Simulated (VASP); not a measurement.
# ZnCd3Se2 (P6/mmm) in VASP: relaxation of cell and atoms with PBE

Aim: the relaxation of cell and atoms of ZnCd3Se2 with PBE.

Everything below comes from runs of VASP 6.6.1. Logs are shortened: lines on timing, memory, paths and dates and some standing lists are left out, and cuts for length are marked.

**1. The cell of the first run**

It takes space group P6/mmm (No. 191, hexagonal). Conventional cell: a = 7.063 Å, b = 7.063 Å, c = 3.998 Å, α = 90.00°, β = 90.00°, γ = 120.00°. Within 5.2 Å of Zn (site symmetry 6/mmm) lie 2 Zn at 4.00 Å and 12 Cd at 4.06 Å and 6 Se at 4.08 Å. Cd (site symmetry mmm) has 4 Se at 2.86 Å and 4 Cd at 3.53 Å within 3.8 Å. Se (site symmetry -6m2) has 6 Cd at 2.86 Å within 3.8 Å.

The cell was generated, and may not be a known phase.

**2. Relaxation of cell and atoms, PBE**

INCAR

```
SYSTEM = ZnCd3Se2
PREC = Accurate ; ENCUT = 600
EDIFF = 1E-7 ; ISMEAR = 0
SIGMA = 0.1 ; LREAL = .FALSE.
LASPH = .TRUE. ; NELM = 60
ALGO = Normal ; ISIF = 3
LWAVE = .FALSE. ; LCHARG = .FALSE.
GGA = PE ; IBRION = 2
NSW = 100 ; EDIFFG = -0.01
```

KPOINTS

```
Automatic mesh
0
G
  6 6 10
  0 0 0
```

POSCAR

```
ZnCd3Se2
1.0
    7.0629239460      0.0000000000      0.0000000000
   -3.5314619730      6.1166715622      0.0000000000
    0.0000000000      0.0000000000      3.9979826832
Zn Cd Se
1 3 2
Direct
    0.0000000000      0.0000000000      0.5000000000
    0.0000000000      0.5000000000      0.0000000000
    0.5000000000      0.0000000000      0.0000000000
    0.5000000000      0.5000000000      0.0000000000
    0.3333333333      0.6666666667      0.5000000000
    0.6666666667      0.3333333333      0.5000000000
```

Potentials or basis: VASP PAW PBE potentials, release 64 (Zn, Cd, Se).

Command:

```sh
$ cat potpaw_PBE.64/Zn/POTCAR potpaw_PBE.64/Cd/POTCAR potpaw_PBE.64/Se/POTCAR > POTCAR
$ mpirun -np 1 vasp_std > vasp.out
```

OUTCAR:

```text
SYSTEM = ZnCd3Se2
   PREC = Accurate
   ENCUT = 600
   EDIFF = 1E-7
   ISMEAR = 0
   LREAL = .FALSE.
   LASPH = .TRUE.
   NELM = 60
   ISIF = 3
   GGA = PE
   IBRION = 2
   NSW = 100
   EDIFFG = -0.01

 ion  position               nearest neighbor table
   1  0.000  0.000  0.500-
   2  0.000  0.500  0.000-   5 2.86   6 2.86   5 2.86   6 2.86   3 3.53   3 3.53   4 3.53   4 3.53

   3  0.500  0.000  0.000-   5 2.86   6 2.86   5 2.86   6 2.86   2 3.53   4 3.53   4 3.53   2 3.53

   4  0.500  0.500  0.000-   5 2.86   6 2.86   5 2.86   6 2.86   3 3.53   3 3.53   2 3.53   2 3.53

   5  0.333  0.667  0.500-   3 2.86   3 2.86   2 2.86   2 2.86   4 2.86   4 2.86
   6  0.667  0.333  0.500-   3 2.86   3 2.86   2 2.86   2 2.86   4 2.86   4 2.86

  LATTYP: Found a hexagonal cell.
 ALAT       =     7.0629239460
 C/A-ratio  =     0.5660520648

  Lattice vectors:

 A1 = (   7.0629239460,   0.0000000000,   0.0000000000)
 A2 = (  -3.5314619730,   6.1166715622,   0.0000000000)
 A3 = (   0.0000000000,   0.0000000000,   3.9979826832)

Analysis of symmetry for initial positions (statically):
=====================================================================
 Subroutine PRICEL returns:
 Original cell was already a primitive cell.

 Routine SETGRP: Setting up the symmetry group for a
 hexagonal supercell.

 Subroutine GETGRP returns: Found 24 space group operations
 (whereof 24 operations were pure point group operations)
 out of a pool of 24 trial point group operations.

The static configuration has the point symmetry D_6h.

Analysis of symmetry for dynamics (positions and initial velocities):
=====================================================================
 Subroutine PRICEL returns:
 Original cell was already a primitive cell.

 Routine SETGRP: Setting up the symmetry group for a
 hexagonal supercell.

 Subroutine GETGRP returns: Found 24 space group operations
 (whereof 24 operations were pure point group operations)
 out of a pool of 24 trial point group operations.

The dynamic configuration has the point symmetry D_6h.

 Subroutine INISYM returns: Found 24 space group operations
 (whereof 24 operations are pure point group operations),
 and found     1 'primitive' translations

----------------------------------------------------------------------------------------

                                     Primitive cell

  volume of cell :     172.7192

  direct lattice vectors                    reciprocal lattice vectors
     7.062923946  0.000000000  0.000000000     0.141584421  0.081743804  0.000000000
    -3.531461973  6.116671562  0.000000000     0.000000000  0.163487608  0.000000000
     0.000000000  0.000000000  3.997982683     0.000000000  0.000000000  0.250126146

  length of vectors
     7.062923946  7.062923946  3.997982683     0.163487608  0.163487608  0.250126146

  position of ions in fractional coordinates (direct lattice)
     0.000000000  0.000000000  0.500000000
     0.000000000  0.500000000  0.000000000
     0.500000000  0.000000000  0.000000000
     0.500000000  0.500000000  0.000000000
     0.333333333  0.666666667  0.500000000
     0.666666667  0.333333333  0.500000000

  ion indices of the primitive-cell ions
   primitive index   ion index
                 1           1
                 2           2
                 3           3
                 4           4
                 5           5
                 6           6

----------------------------------------------------------------------------------------

 KPOINTS: Automatic mesh

Automatic generation of k-mesh.
 Grid dimensions read from file:
 generate k-points for:    6    6   10

 Generating k-lattice:

  Cartesian coordinates                     Fractional coordinates (reciprocal lattice)
     0.023597404  0.013623967  0.000000000     0.166666667  0.000000000  0.000000000
     0.000000000  0.027247935  0.000000000     0.000000000  0.166666667  0.000000000
     0.000000000  0.000000000  0.025012615     0.000000000  0.000000000  0.100000000

  Length of vectors
     0.027247935  0.027247935  0.025012615

  Shift w.r.t. Gamma in fractional coordinates (k-lattice)
     0.000000000  0.000000000  0.000000000

 Subroutine IBZKPT returns following result:
 ===========================================

 Found     42 irreducible k-points:

 Following reciprocal coordinates:
            Coordinates               Weight
  0.000000  0.000000  0.000000      1.000000
  0.166667  0.000000  0.000000      6.000000
  0.333333 -0.000000  0.000000      6.000000
  0.500000  0.000000  0.000000      3.000000
  0.166667  0.166667  0.000000      6.000000
  0.333333  0.166667  0.000000     12.000000
[... 16 lines left out ...]
  0.166667  0.000000  0.300000     12.000000
  0.333333 -0.000000  0.300000     12.000000
 [... further k-points ...]
   k-points           NKPTS =     42   k-points in BZ     NKDIM =     42   number of bands    NBANDS=     36
   number of dos      NEDOS =    301   number of ions     NIONS =      6
   total plane-waves  NPLWV = 100352
   dimension x,y,z NGX =    56 NGY =   56 NGZ =   32
   dimension x,y,z NGXF=   112 NGYF=  112 NGZF=   64
   ions per type =               1   3   2
   NGX,Y,Z   is equivalent  to a cutoff of  13.18, 13.18, 13.31 a.u.
   NGXF,Y,Z  is equivalent  to a cutoff of  26.36, 26.36, 26.61 a.u.
 SYSTEM =  ZnCd3Se2
   PREC   = accura    normal or accurate (medium, high low for compatibility)
   ISTART =      0    job   : 0-new  1-cont  2-samecut
   ICHARG =      2    charge: 1-file 2-atom 10-const
   ISPIN  =      1    spin polarized calculation?
   LNONCOLLINEAR =      F non collinear calculations
   LSORBIT =      F    spin-orbit coupling
   LASPH  =      T    aspherical Exc in radial PAW
   ENCUT  =  600.0 eV  44.10 Ry    6.64 a.u.  14.11 14.11  7.98*2*pi/ulx,y,z
   NELM   =     60;   NELMIN=  2; NELMDL= -5     # of ELM steps
   EDIFF  = 0.1E-06   stopping-criterion for ELM
   LREAL  =      F    real-space projection
   EDIFFG = -.1E-01   stopping-criterion for IOM
   NSW    =    100    number of steps for IOM
   IBRION =      2    ionic relax: 0-MD 1-quasi-New 2-CG
   NFREE  =      1    steps in history (QN), initial steepest desc. (CG)
   ISIF   =      3    stress and relaxation
   ISYM   =      2    0-nonsym 1-usesym 2-fastsym
   POTIM  = 0.5000    time-step for ionic-motion
   TEBEG  =    0.0;   TEEND  =   0.0 temperature during run
   PSTRESS=    0.0 pullay stress
   NELECT =      60.0000    total number of electrons
   NUPDOWN=      -1.0000    fix difference up-down
   EMIN   =  10.00;   EMAX   =-10.00  energy-range for DOS
   EFERMI =   0.00;   METHOD = LEGACY
   ISMEAR =     0;   SIGMA  =   0.10  broadening in eV -4-tet -1-fermi 0-gaus
   EFERMI_NEDOS =   21; number of points for ismear=-14 and -15
   IALGO  =     38    algorithm
   IMIX   =      4    mixing-type and parameters
     AMIX     =   0.40;   BMIX     =  1.00
     AMIX_MAG =   1.60;   BMIX_MAG =  1.00
  volume/ion in A,a.u.               =      28.79       194.26
  Fermi-wavevector in a.u.,A,eV,Ry     =   1.150831  2.174756 18.019733  1.324413
  Thomas-Fermi vector in A             =   2.287493
   LORBIT       =      0    0 simple, 1 ext, 2 COOP (PROOUT), +10 PAW based schemes
   GGA     = PE    functional components
   LHFCALC =     F    Hartree Fock is set to
   AEXX    =    0.0000 exact exchange contribution
   IVDW    =     0    specifies the selected vdW correction
   LEPSILON=     F    determine dielectric tensor
   LRPA    =     F    only Hartree local field effects (RPA)
 conjugate gradient relaxation of ions
 non-spin polarized calculation
 Gauss-broadening in eV      SIGMA  =   0.10
  energy-cutoff  :      600.00
  volume of cell :      172.72
 maximum number of plane-waves:      5800
   NGX = 29   NGY = 29   NGZ = 15

--------------------------------------- Ionic step        1  -------------------------------------------

 number of electron      60.0000017 magnetization

 Free energy of the ion-electron system (eV)
  ---------------------------------------------------
  ext. energy  EPLUGINS =         0.00000000
  ---------------------------------------------------
  free energy    TOTEN  =       -10.30399873 eV

  energy without entropy =      -10.29730763  energy(sigma->0) =      -10.30065318

------------------------ aborting loop because EDIFF is reached ----------------------------------------

  FORCE on cell =-STRESS in cart. coord.  units (eV):
  Direction    XX          YY          ZZ          XY          YZ          ZX
  --------------------------------------------------------------------------------------
  -------------------------------------------------------------------------------------
  Total        0.2347212      0.2347212     -0.1005342      0.0000000      0.0000000      0.0000000
  in kB        2.1773200      2.1773200     -0.9325750      0.0000000      0.0000000      0.0000000
  external PRESSURE =       1.1406883 kB  Pullay stress =       0.0000000 kB

 VOLUME and BASIS-vectors are now :
 -----------------------------------------------------------------------------
  energy-cutoff  :      600.00
  volume of cell :      172.72
      direct lattice vectors                 reciprocal lattice vectors
     7.062923946  0.000000000  0.000000000     0.141584421  0.081743804  0.000000000
    -3.531461973  6.116671562  0.000000000     0.000000000  0.163487608  0.000000000
     0.000000000  0.000000000  3.997982683     0.000000000  0.000000000  0.250126146
[... 161 lines left out ...]
 POSITION                                       TOTAL-FORCE (eV/Angst)
 -----------------------------------------------------------------------------------
      0.00000      0.00000      1.99431        -0.000000     -0.000000      0.000000
     -1.77539      3.07507     -0.00000        -0.000000     -0.000000      0.000000
      3.55078      0.00000      0.00000        -0.000000      0.000000      0.000000
      1.77539      3.07507     -0.00000        -0.000000      0.000000      0.000000
     -0.00000      4.10009      1.99431         0.000000      0.000000      0.000000
      3.55078      2.05005      1.99431        -0.000000     -0.000000     -0.000000
 -----------------------------------------------------------------------------------
    total drift:                               -0.000000      0.000000      0.000000

  FREE ENERGIE OF THE ION-ELECTRON SYSTEM (eV)
  ---------------------------------------------------
  free  energy   TOTEN  =       -10.3054205890 eV

  energy  without entropy=      -10.2988377412  energy(sigma->0) =      -10.30212917

--------------------------------------- Ionic step        6  -------------------------------------------

 number of electron      60.0000029 magnetization

 Free energy of the ion-electron system (eV)
  ---------------------------------------------------
  ext. energy  EPLUGINS =         0.00000000
  ---------------------------------------------------
  free energy    TOTEN  =       -10.30552831 eV

  energy without entropy =      -10.29899917  energy(sigma->0) =      -10.30226374

 E-fermi :   1.5750     XC(G=0):  -8.9340

 val. band max:        1.5365587283   @ k =   0.5000   0.0000   0.3000
 cond. band min:       1.5918832477   @ k =   0.3333  -0.0000   0.3000
 fundamental gap:      0.0553245194
 Fermi energy:         1.5749697928

 k-point     1 :       0.0000    0.0000    0.0000
  band No.  band energies     occupation
      1     -12.2402      2.00000
      2     -11.6324      2.00000
      3      -7.5718      2.00000
      4      -7.4068      2.00000
      5      -7.3687      2.00000
      6      -7.3687      2.00000
[... 925 lines left out ...]
     35       5.4335      0.00000
     36       5.5782      0.00000

 [... further k-points ...]

------------------------ aborting loop because EDIFF is reached ----------------------------------------

  FORCE on cell =-STRESS in cart. coord.  units (eV):
  Direction    XX          YY          ZZ          XY          YZ          ZX
  --------------------------------------------------------------------------------------
  -------------------------------------------------------------------------------------
  Total        0.0044881      0.0044881      0.0283577      0.0000000     -0.0000000      0.0000000
  in kB        0.0413409      0.0413409      0.2612074      0.0000000     -0.0000000      0.0000000
  external PRESSURE =       0.1146297 kB  Pullay stress =       0.0000000 kB

 VOLUME and BASIS-vectors are now :
 -----------------------------------------------------------------------------
  energy-cutoff  :      600.00
  volume of cell :      173.94
      direct lattice vectors                 reciprocal lattice vectors
     7.102737919  0.000000000  0.000000000     0.140790778  0.081285594 -0.000000000
    -3.551368959  6.151151474 -0.000000000     0.000000000  0.162571188 -0.000000000
     0.000000000  0.000000000  3.981195681     0.000000000  0.000000000  0.251180821

 POSITION                                       TOTAL-FORCE (eV/Angst)
 -----------------------------------------------------------------------------------
      3.55137      6.15115      1.99060        -0.000000      0.000000      0.000000
      5.32705      3.07558     -0.00000        -0.000000     -0.000000      0.000000
      0.00000      6.15115     -0.00000        -0.000000      0.000000      0.000000
      1.77568      3.07558     -0.00000        -0.000000      0.000000      0.000000
     -0.00000      4.10077      1.99060         0.000000     -0.000000     -0.000000
      3.55137      2.05038      1.99060        -0.000000     -0.000000      0.000000
 -----------------------------------------------------------------------------------
    total drift:                                0.000000      0.000000      0.000000

  FREE ENERGIE OF THE ION-ELECTRON SYSTEM (eV)
  ---------------------------------------------------
  free  energy   TOTEN  =       -10.3055283108 eV

  energy  without entropy=      -10.2989991674  energy(sigma->0) =      -10.30226374

 reached required accuracy - stopping structural energy minimisation
```

It took 27 min on 1 thread of Intel Xeon 8259CL, shared host; peak memory 0.54 GiB.

Results:

```
Free energy                           : -10.3055 eV
Relaxed volume                        : 28.99 Å³/atom
Relaxed cell                          : a = 7.103 Å, b = 7.103 Å, c = 3.981 Å, α = 90.00°, β = 90.00°, γ = 120.00°
Space group after relaxing (to 0.1 Å) : P6/mmm (No. 191)
Energy gained by relaxing             : 0.3 meV/atom
Ionic steps                           : 6
Pressure after relaxing               : 0.0 GPa
Band gap on the k mesh                : zero (bands 30 and 31 overlap by 2.05 eV)
```

Step by step:
```
step  energy change (eV)  largest force (eV/Å)  pressure (GPa)  volume (Å³)
   1              0.0000                0.0000            0.11       172.72
   2             -0.0008                0.0000            0.05       173.23
   3             -0.0013                0.0000           -0.01       173.71
   4             -0.0013                0.0000           -0.12       174.67
   5             -0.0014                0.0000           -0.07       174.21
   6             -0.0015                0.0000            0.01       173.94
```

Final structure:
```
CELL_PARAMETERS angstrom
7.10274 0.00000 0.00000
-3.55137 6.15115 0.00000
0.00000 0.00000 3.98120
ATOMIC_POSITIONS crystal
Zn 0.00000 0.00000 0.50000
Cd 0.00000 0.50000 0.00000
Cd 0.50000 0.00000 0.00000
Cd 0.50000 0.50000 0.00000
Se 0.33333 0.66667 0.50000
Se 0.66667 0.33333 0.50000
```

The gap in the log of VASP goes by the Fermi energy; the results here count the filled bands.